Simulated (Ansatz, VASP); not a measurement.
**Two plane-wave programs on K**

```
K
1.0
     0.00000    2.43708    2.43708
     2.43708    0.00000    2.43708
     2.43708    2.43708    0.00000
K
1
Direct
  0.00000 0.00000 0.00000
```

Alike in both runs: task single point; functional LDA; k mesh 12 × 12 × 12; occupations fermi-dirac, width 0.08 eV; no spin polarisation.

|  | VASP | Ansatz |
| --- | --- | --- |
| version | VASP 6.6.1 | Ansatz 0.2.0 |
| potentials or method | VASP PAW LDA potentials, release 64 (K_sv) | PAW with other files of Ansatz's library (level accurate), scalar-relativistic |
| plane-wave cutoff (eV) | 520 | 420 |
| valence electrons in the cell | 9 | 9 |

|  | VASP | Ansatz | Ansatz less VASP |
| --- | --- | --- | --- |
| pressure (GPa) | 13.7 | 13.7 | -0.01 |

LDA's correlation is that of Perdew and Zunger in VASP and of Perdew and Wang (1992) in Ansatz.
